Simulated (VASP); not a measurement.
Runs of VASP 6.6.1 on SiC (pbesol). The structure is that of space group Fm-3m (No. 225), or close to it. The cells are those of the table. 

```csv
task,cell,k mesh,smearing,gap on the mesh (eV),pressure (GPa)
single point,"a = 2.677 Å, angles 60.0°, 2 atoms",16 × 16 × 16,gaussian 0.02 eV,0.53,(a)
single point,"a = 2.488 Å, angles 60.0°, 2 atoms",16 × 16 × 16,gaussian 0.01 eV,0.05,251.3
relaxation of cell and atoms,"relaxed to 75 GPa from a = 2.607 Å, angles 60.0°, 2 atoms",16 × 16 × 16,gaussian 0.02 eV,0.51,74.9
single point,"a = 2.607 Å, angles 60.0°, 2 atoms",12 × 12 × 12,gaussian 0.02 eV,0.94,125.8
relaxation of cell and atoms,"relaxed to 30 GPa from a = 2.677 Å, angles 60.0°, 2 atoms",16 × 16 × 16,gaussian 0.02 eV,none,30.0
relaxation of cell and atoms,"relaxed to 30 GPa from a = 2.764 Å, angles 60.0°, 2 atoms",16 × 16 × 16,gaussian 0.1 eV,none,30.0
relaxation of cell and atoms,"relaxed to 125 GPa from a = 2.953 Å, angles 60.0°, 2 atoms",8 × 8 × 8,gaussian 0.1 eV,(b),124.3
single point,"a = 2.488 Å, angles 60.0°, 2 atoms",16 × 16 × 16,gaussian 0.02 eV,0.05,251.3
```

Alike in all rows: level PBEsol; potentials or basis VASP PAW PBE potentials, release 64 (C, Si); no spin polarisation; cutoff (eV) 600.

Question: Estimate the missing entries.

Answer: (a) 75.7; (b) 0.96.

Caveats: the PAW data sets were made with another functional, which shifts forces and pressure a little; the cell is relaxed towards a set pressure, so the enthalpy falls and the energy may rise (some runs).

A k mesh can miss the band edges.

A gap of «none» marks levels without a gap at the run's occupations.
